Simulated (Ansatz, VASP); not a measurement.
**Two plane-wave programs on AlRu**

Contents of INCAR:

```
SYSTEM = AlRu
PREC = Accurate ; ENCUT = 520
EDIFF = 1E-8 ; ISMEAR = -1
SIGMA = 0.05 ; LREAL = .False.
LASPH = .True. ; NELM = 100
ALGO = Normal ; ISIF = 2
LWAVE = .False. ; LCHARG = .False.
GGA = PE ; LEFG = .True.
NBANDS = 16
```

Contents of KPOINTS:

```
regular mesh
0
Gamma
  12 12 12
  0 0 0
```

The input POSCAR:

```
AlRu
1.0
    2.9916000000      0.0000000000      0.0000000000
    0.0000000000      2.9916000000      0.0000000000
    0.0000000000      0.0000000000      2.9916000000
Al Ru
1 1
Direct
    0.0385980746      0.0385980746      0.0385980746
    0.5000000000      0.5000000000      0.5000000000
```

Input for Ansatz:

```yaml
crystal:
  lattice:
    - [2.9916, 0.0, 0.0]
    - [0.0, 2.9916, 0.0]
    - [0.0, 0.0, 2.9916]
  atoms:
    - { symbol: Al, position: [0.0385980746, 0.0385980746, 0.0385980746] }
    - { symbol: Ru, position: [0.5, 0.5, 0.5] }
kpoints:
  mp_grid: { grid: [12, 12, 12] }
scf:
  occupations: { method: fermi_dirac, width: 0.05 }
hamiltonian:
  xc: pbe
  pseudopotentials: { kind: paw }
output:
  forces: true
  stress: true
  eigenvalues: true
  efg: { contact_densities: true }
```

Alike in both runs: task electric field gradients; functional PBE; k mesh 12 × 12 × 12; occupations fermi-dirac, width 0.05 eV; no spin polarisation.

|  | VASP | Ansatz |
| --- | --- | --- |
| version | VASP 6.6.1 | Ansatz 0.2.0 |
| potentials or method | VASP PAW PBE potentials, release 64 (Al, Ru_pv) | PAW with Ansatz's default frozen-core files, scalar-relativistic |
| plane-wave cutoff (eV) | 520 | 420 |
| valence electrons in the cell | 17 | 19 |

VASP gave:

| Quantity | Value |
| --- | --- |
| pressure (GPa) | 5.6 |
| traceless stress, the component that is largest in VASP (GPa) | 2.18 |
| rms of the force components (eV/Å) | 0.975 |
| size of Vzz on the site where it differs most (V/Å²) | 1.3 |

Problem. Estimate Ansatz's values.

Solution. Pressure (GPa): 5.6; traceless stress, the component that is largest in VASP (GPa): 2.16; rms of the force components (eV/Å): 0.968; size of Vzz on the site where it differs most (V/Å²): 0.5.

Atom by atom the forces differ by 0.007 eV/Å (rms over components). VASP's potentials hold 17 valence electrons a cell and Ansatz's 19, so a difference there can come from the potentials and not from the codes.
